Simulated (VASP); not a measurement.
# Ga27As27H (a cell with a defect) in VASP: single point with PBE

Aim: the single point of Ga27As27H (a cell with a defect) with PBE.

Everything below comes from runs of VASP 6.6.1. Logs are shortened: lines on timing, memory, paths and dates and some standing lists are left out, and cuts for length are marked.

### 1 The cell of the first run

The cell holds a defect, 55 atoms: a = 11.993 Å, b = 11.993 Å, c = 11.993 Å, α = 60.00°, β = 60.00°, γ = 60.00°.

### 2 Single point, PBE, collinear spin

INCAR

```
SYSTEM = Ga27As27H
PREC = Accurate ; ENCUT = 520
EDIFF = 1E-6 ; ISMEAR = 0
SIGMA = 0.05 ; LREAL = Auto
LASPH = .TRUE. ; NELM = 150
ALGO = Normal ; ISIF = 2
LWAVE = .FALSE. ; LCHARG = .FALSE.
ISPIN = 2 ; MAGMOM = 0 0 0.5 0 0 0 0 0 0 0 0 0 0 0 0 0 0 0 0.5 0 0 0 0 0 0 0 0 0 0 0 0 0 0 0 0 0 0 0 0 0 0 0 0 0 0 0 0 0.5 0 0 0 0 0 0 0.5
LORBIT = 11 ; GGA = PE
NBANDS = 280 ; NCORE = 4
```

KPOINTS

```
Automatic mesh
0
G
  1 1 1
  0 0 0
```

POSCAR

```
Ga27As27H
1.0
    0.0000000000      8.4805500000      8.4805500000
    8.4805500000      0.0000000000      8.4805500000
    8.4805500000      8.4805500000      0.0000000000
Ga As H
27 27 1
Direct
   -0.0017217110      0.0063035651     -0.0011347560
   -0.0015626584      0.0062336559      0.3313567977
    0.0137404170     -0.0018891066      0.6615869876
   -0.0023706667      0.3408974211     -0.0018555434
    0.0000300088      0.3386655503      0.3317487315
   -0.0001162282      0.3387181662      0.6645349744
   -0.0018221712      0.6735706091     -0.0014371688
   -0.0021073619      0.6727191971      0.3322302091
   -0.0018989899      0.6734737714      0.6646360320
    0.3309478255      0.0062357018     -0.0011224494
    0.3334560291      0.0019852341      0.3341486399
    0.3335147922      0.0019539237      0.6653500242
    0.3311130896      0.3388607401      0.0004803758
    0.3319050421      0.3381227209      0.3324120098
    0.3312179901      0.3386433903      0.6645069389
    0.3314473918      0.6727383581     -0.0016268716
    0.3316702132      0.6728398967      0.3320570087
    0.3394656911      0.6624030781      0.6666025520
    0.6609349320     -0.0018357895      0.0142902621
    0.6647516979      0.0020098940      0.3341244754
    0.6609637525     -0.0018610473      0.6615341970
    0.6640574511      0.3386334641      0.0005648110
    0.6639809621      0.3386981920      0.3317422079
    0.6696399789      0.3250894904      0.6701102650
    0.6641097609      0.6737090573     -0.0014621825
    0.6659842349      0.6624422136      0.3400726509
    0.6659681569      0.6623879686      0.6664036360
    0.0810244598      0.0909220287      0.0814413813
    0.0839905901      0.0888897743      0.4132392219
    0.0840335262      0.0889531642      0.7487736923
    0.0811161608      0.4237610777      0.0817491839
    0.0822853038      0.4226839058      0.4150090705
    0.0812305413      0.4236814160      0.7481934494
    0.0813426125      0.7567648111      0.0821298299
    0.0815684221      0.7566911711      0.4146845150
    0.0917194091      0.7465064084      0.7482518021
    0.4125842644      0.0890260469      0.0845942641
    0.4154157140      0.0875543446      0.4159801793
    0.4126637005      0.0888745013      0.7487929147
    0.4145031373      0.4226947343      0.0827820823
    0.4144422219      0.4227535402      0.4149255313
    0.4218512040      0.4101899137      0.7514116736
    0.4141414422      0.7566733480      0.0819237522
    0.4173490063      0.7507644836      0.4179369618
    0.4173556030      0.7507502426      0.7489244212
    0.7481609428      0.0888815164      0.0846499179
    0.7483008135      0.0888914887      0.4132059481
    0.7785321427     -0.0018144496      0.7791224595
    0.7476456210      0.4238545198      0.0817582738
    0.7509372176      0.4101998311      0.4223392882
    0.7508597300      0.4101916499      0.7515088969
    0.7478331957      0.7465866322      0.0922638463
    0.7484287635      0.7508359669      0.4178277647
    0.7477935533      0.7465840008      0.7482406195
    0.8316428574      0.8387956491      0.8323077403
```

Potentials or basis: VASP PAW PBE potentials, release 64 (Ga_d, As, H).

Command:

```bash
$ cat potpaw_PBE.64/Ga_d/POTCAR potpaw_PBE.64/As/POTCAR potpaw_PBE.64/H/POTCAR > POTCAR
$ mpirun -np 4 vasp_gam > vasp.out
```

OUTCAR:

```text
SYSTEM = Ga27As27H
   PREC = Accurate
   ENCUT = 520
   EDIFF = 1E-6
   ISMEAR = 0
   LREAL = Auto
   LASPH = .TRUE.
   NELM = 150
   ISIF = 2
   ISPIN = 2
   LORBIT = 11
   GGA = PE

 ion  position               nearest neighbor table
   1  0.998  0.006  0.999-  34 2.44  28 2.45  30 2.45  46 2.45
   2  0.998  0.006  0.331-  35 2.44  28 2.45  29 2.45  47 2.45
   3  0.014  0.998  0.662-  30 2.44  29 2.44  48 2.44  36 2.46
   4  0.998  0.341  0.998-  33 2.45  31 2.45  28 2.45  49 2.45
   5  0.000  0.339  0.332-  50 2.44  32 2.44  29 2.45  31 2.45
   6  1.000  0.339  0.665-  51 2.44  32 2.44  30 2.45  33 2.45
[... 15 lines left out ...]
  22  0.664  0.339  0.001-  51 2.44  40 2.44  46 2.45  49 2.45
  23  0.664  0.339  0.332-  50 2.44  41 2.44  47 2.45  49 2.45
  24  0.670  0.325  0.670-  51 2.43  50 2.43  42 2.43
  25  0.664  0.674  0.999-  49 2.45  43 2.45  54 2.45  52 2.45
  26  0.666  0.662  0.340-  52 2.43  53 2.44  44 2.44  50 2.47
  27  0.666  0.662  0.666-  54 2.43  53 2.44  45 2.44  51 2.47
  28  0.081  0.091  0.081-   2 2.45  10 2.45   1 2.45   4 2.45
  29  0.084  0.089  0.413-   3 2.44  11 2.44   5 2.45   2 2.45
  30  0.084  0.089  0.749-   3 2.44  12 2.44   6 2.45   1 2.45
[... 22 lines left out ...]
  53  0.748  0.751  0.418-  27 2.44  26 2.44   8 2.44  20 2.46
  54  0.748  0.747  0.748-  27 2.43   9 2.45  25 2.45  21 2.46
  55  0.832  0.839  0.832-  48 1.56

  LATTYP: Found a face centered cubic cell.
 ALAT       =    16.9611000000

  Lattice vectors:

 A1 = (   0.0000000000,   8.4805500000,   8.4805500000)
 A2 = (   8.4805500000,   0.0000000000,   8.4805500000)
 A3 = (   8.4805500000,   8.4805500000,   0.0000000000)

Analysis of symmetry for initial positions (statically):
=====================================================================
 Subroutine PRICEL returns:
 Original cell was already a primitive cell.

 Routine SETGRP: Setting up the symmetry group for a
 face centered cubic supercell.

 Subroutine GETGRP returns: Found  1 space group operations
 (whereof  1 operations were pure point group operations)
 out of a pool of 48 trial point group operations.

The static configuration has the point symmetry C_1 .

Analysis of symmetry for dynamics (positions and initial velocities):
=====================================================================
 Subroutine PRICEL returns:
 Original cell was already a primitive cell.

 Routine SETGRP: Setting up the symmetry group for a
 face centered cubic supercell.

 Subroutine GETGRP returns: Found  1 space group operations
 (whereof  1 operations were pure point group operations)
 out of a pool of 48 trial point group operations.

The dynamic configuration has the point symmetry C_1 .

Analysis of structural, dynamic, and magnetic symmetry:
=====================================================================
 Subroutine PRICEL returns:
 Original cell was already a primitive cell.

 Routine SETGRP: Setting up the symmetry group for a
 face centered cubic supercell.

 Subroutine GETGRP returns: Found  1 space group operations
 (whereof  1 operations were pure point group operations)
 out of a pool of 48 trial point group operations.

The overall configuration has the point symmetry C_1 .

 Subroutine INISYM returns: Found  1 space group operations
 (whereof  1 operations are pure point group operations),
 and found     1 'primitive' translations

----------------------------------------------------------------------------------------

                                     Primitive cell

  volume of cell :    1219.8377

  direct lattice vectors                    reciprocal lattice vectors
     0.000000000  8.480550000  8.480550000    -0.058958440  0.058958440  0.058958440
     8.480550000  0.000000000  8.480550000     0.058958440 -0.058958440  0.058958440
     8.480550000  8.480550000  0.000000000     0.058958440  0.058958440 -0.058958440

  length of vectors
    11.993308826 11.993308826 11.993308826     0.102119014  0.102119014  0.102119014

  position of ions in fractional coordinates (direct lattice)
     0.998278289  0.006303565  0.998865244
[... 152 lines left out ...]
   ISTART =      0    job   : 0-new  1-cont  2-samecut
   ICHARG =      2    charge: 1-file 2-atom 10-const
   ISPIN  =      2    spin polarized calculation?
   LNONCOLLINEAR =      F non collinear calculations
   LSORBIT =      F    spin-orbit coupling
   LASPH  =      T    aspherical Exc in radial PAW
   ENCUT  =  520.0 eV  38.22 Ry    6.18 a.u.  22.30 22.30 22.30*2*pi/ulx,y,z
   NELM   =    150;   NELMIN=  2; NELMDL= -5     # of ELM steps
   EDIFF  = 0.1E-05   stopping-criterion for ELM
   LREAL  =      T    real-space projection
   EDIFFG = 0.1E-04   stopping-criterion for IOM
   NSW    =      0    number of steps for IOM
   IBRION =     -1    ionic relax: 0-MD 1-quasi-New 2-CG
   NFREE  =      0    steps in history (QN), initial steepest desc. (CG)
   ISIF   =      2    stress and relaxation
   ISYM   =      2    0-nonsym 1-usesym 2-fastsym
   POTIM  = 0.5000    time-step for ionic-motion
   TEBEG  =    0.0;   TEEND  =   0.0 temperature during run
   PSTRESS=    0.0 pullay stress
   NELECT =     487.0000    total number of electrons
   NUPDOWN=      -1.0000    fix difference up-down
   EMIN   =  10.00;   EMAX   =-10.00  energy-range for DOS
   EFERMI =   0.00;   METHOD = LEGACY
   ISMEAR =     0;   SIGMA  =   0.05  broadening in eV -4-tet -1-fermi 0-gaus
   EFERMI_NEDOS =   21; number of points for ismear=-14 and -15
   IALGO  =     38    algorithm
   IMIX   =      4    mixing-type and parameters
     AMIX     =   0.40;   BMIX     =  1.00
     AMIX_MAG =   1.60;   BMIX_MAG =  1.00
  volume/ion in A,a.u.               =      22.18       149.67
  Fermi-wavevector in a.u.,A,eV,Ry     =   1.205454  2.277977 19.770873  1.453118
  Thomas-Fermi vector in A             =   2.341149
   LORBIT       =     11    0 simple, 1 ext, 2 COOP (PROOUT), +10 PAW based schemes
   GGA     = PE    functional components
   LHFCALC =     F    Hartree Fock is set to
   AEXX    =    0.0000 exact exchange contribution
   IVDW    =     0    specifies the selected vdW correction
   LEPSILON=     F    determine dielectric tensor
   LRPA    =     F    only Hartree local field effects (RPA)
 spin polarized calculation
 Gauss-broadening in eV      SIGMA  =   0.05
  energy-cutoff  :      520.00
  volume of cell :     1219.84
 maximum number of plane-waves:     16372
 NGX is ok and might be reduce to    84
   NGX = 45   NGY = 45   NGZ = 45

 number of electron     487.0000014 magnetization       0.7312563

 Free energy of the ion-electron system (eV)
  ---------------------------------------------------
  ext. energy  EPLUGINS =         0.00000000
  ---------------------------------------------------
  free energy    TOTEN  =      -209.30984073 eV

  energy without entropy =     -209.29456002  energy(sigma->0) =     -209.30220038

 E-fermi :   4.4554     XC(G=0):  -9.5391

 val. band max:        4.4162439789   @ k =   0.0000   0.0000   0.0000
 cond. band min:       4.4945425750   @ k =   0.0000   0.0000   0.0000
 fundamental gap:      0.0782985962
 Fermi energy:         4.4553932769

 spin component 1

 k-point     1 :       0.0000    0.0000    0.0000
  band No.  band energies     occupation
      1     -10.9932      1.00000
      2     -10.9742      1.00000
      3     -10.9716      1.00000
      4     -10.9711      1.00000
      5     -10.9700      1.00000
      6     -10.9694      1.00000
[... 247 lines left out ...]
    254       5.5492      0.00000
    255       5.5525      0.00000
 Fermi energy:         4.4553932769

 spin component 2

 k-point     1 :       0.0000    0.0000    0.0000
  band No.  band energies     occupation
      1     -10.9904      1.00000
      2     -10.9722      1.00000
      3     -10.9693      1.00000
      4     -10.9689      1.00000
      5     -10.9682      1.00000
      6     -10.9673      1.00000
[... 247 lines left out ...]
    254       5.5624      0.00000
    255       5.5626      0.00000
 [bands above 255 left out]

------------------------ aborting loop because EDIFF is reached ----------------------------------------

  FORCE on cell =-STRESS in cart. coord.  units (eV):
  Direction    XX          YY          ZZ          XY          YZ          ZX
  --------------------------------------------------------------------------------------
  -------------------------------------------------------------------------------------
  Total       43.0650360     43.1027725     43.0835682      1.7102406      1.7101494     -1.7307881
  in kB       56.5631183     56.6126828     56.5874591      2.2462895      2.2461698     -2.2732773
  external PRESSURE =      56.5877534 kB  Pullay stress =       0.0000000 kB

 VOLUME and BASIS-vectors are now :
 -----------------------------------------------------------------------------
  energy-cutoff  :      520.00
  volume of cell :     1219.84
      direct lattice vectors                 reciprocal lattice vectors
     0.000000000  8.480550000  8.480550000    -0.058958440  0.058958440  0.058958440
     8.480550000  0.000000000  8.480550000     0.058958440 -0.058958440  0.058958440
     8.480550000  8.480550000  0.000000000     0.058958440  0.058958440 -0.058958440

 POSITION                                       TOTAL-FORCE (eV/Angst)
 -----------------------------------------------------------------------------------
      8.52438     16.93688      8.51941         0.000196      0.015701     -0.003076
      2.86295     11.27739      8.52016        -0.010443      0.001777     -0.006544
     14.07515      5.72715      8.58106         0.002570     -0.006293     -0.002833
     11.35581     16.92526     11.35144         0.007968     -0.004104      0.002042
      5.68548      2.81367      2.87232         0.003088     -0.008105      0.006169
      8.50814     14.11519     11.35208         0.003381      0.000791      0.010559
[... 47 lines left out ...]
     12.67693     12.68719     12.67314        -0.008245     -0.009147     -0.008220
     14.17188     14.11122     14.16624        -0.036621      0.036249     -0.036712
 -----------------------------------------------------------------------------------
    total drift:                               -0.023668     -0.038040      0.029123

  FREE ENERGIE OF THE ION-ELECTRON SYSTEM (eV)
  ---------------------------------------------------
  free  energy   TOTEN  =      -209.3098407286 eV

  energy  without entropy=     -209.2945600216  energy(sigma->0) =     -209.30220038

 total charge

# of ion       s       p       d       tot
------------------------------------------
    1        0.841   0.833   9.999  11.673
    2        0.841   0.833   9.999  11.673
    3        0.859   0.825   9.997  11.681
    4        0.840   0.833   9.999  11.672
    5        0.843   0.834   9.999  11.676
    6        0.843   0.834  10.000  11.676
[... 47 lines left out ...]
   54        1.195   1.638   0.032   2.865
   55        0.529   0.021   0.000   0.550
--------------------------------------------------
tot         55.473  67.107 270.752 393.333

 magnetization (x)

# of ion       s       p       d       tot
------------------------------------------
    1        0.003   0.000   0.000   0.004
    2        0.003   0.000   0.000   0.004
    3        0.005   0.000   0.001   0.007
    4        0.003  -0.000   0.000   0.003
    5        0.005   0.000   0.000   0.005
    6        0.005   0.000   0.000   0.005
[... 47 lines left out ...]
   54        0.009   0.008   0.000   0.017
   55        0.006   0.000   0.000   0.006
--------------------------------------------------
tot          0.365   0.132   0.013   0.509
```

Wall time 7.5 min (4 MPI ranks of AMD EPYC 7R13 (Zen 3), shared host); peak memory 0.6 GiB.

What came out:

| Property | Result |
| --- | --- |
| Free energy | -209.3098 eV |
| Pressure | 5.7 GPa |
| Largest force | 0.073 eV/Å |
| Net moment | 0.73 μB per cell |
| Site moments | Ga +0.00, +0.01, +0.02, +0.08 (each value once); As +0.00, +0.01, +0.02 (each value once); H +0.01 μB |
| Valence electrons inside the program's atomic spheres | Ga 11.67, 11.68, 11.70, 11.64 (each value once); As 2.87, 2.88, 2.89 (each value once); H 0.55 |

Forces in eV/Å, atoms in the order of the input:
```
Ga   0.000  0.016 -0.003
Ga  -0.010  0.002 -0.007
Ga   0.003 -0.006 -0.003
Ga   0.008 -0.004  0.002
Ga   0.003 -0.008  0.006
Ga   0.003  0.001  0.011
Ga   0.000  0.000 -0.008
Ga  -0.003  0.004  0.006
Ga  -0.003  0.001 -0.003
Ga  -0.001  0.006 -0.014
Ga  -0.010 -0.008 -0.002
Ga   0.009  0.005 -0.001
Ga   0.004 -0.002 -0.003
Ga   0.010 -0.002  0.009
Ga   0.004 -0.010  0.005
Ga   0.010  0.012  0.000
Ga  -0.006 -0.003 -0.005
Ga  -0.007 -0.005 -0.013
Ga   0.001 -0.006  0.001
Ga  -0.002  0.007  0.011
Ga   0.003  0.002  0.007
Ga   0.014 -0.003  0.004
Ga   0.001 -0.009  0.003
Ga  -0.011  0.007 -0.013
Ga  -0.002  0.005 -0.008
Ga  -0.017 -0.003 -0.002
Ga   0.007  0.021  0.003
As   0.005 -0.011  0.004
As   0.008  0.001 -0.003
As   0.002 -0.001 -0.007
As   0.000  0.011  0.006
As   0.001 -0.002 -0.009
As  -0.005 -0.001  0.000
As  -0.009 -0.006  0.004
As   0.004 -0.001 -0.003
As   0.001  0.002  0.016
As  -0.002  0.001  0.003
As   0.004  0.000  0.001
As  -0.003  0.002  0.002
As  -0.007 -0.003  0.000
As  -0.005  0.003 -0.002
As  -0.012  0.005  0.002
As   0.002  0.000  0.009
As   0.002  0.000  0.003
As  -0.002 -0.008  0.016
As  -0.006 -0.001  0.008
As   0.003  0.001  0.000
As   0.042 -0.042  0.042
As  -0.005  0.000 -0.005
As   0.007  0.011 -0.012
As  -0.009 -0.002  0.002
As   0.010 -0.005 -0.008
As   0.010 -0.001 -0.009
As  -0.008 -0.009 -0.008
H   -0.037  0.036 -0.037
```

Caveat: the k points lie up to 0.64 Å⁻¹ apart.
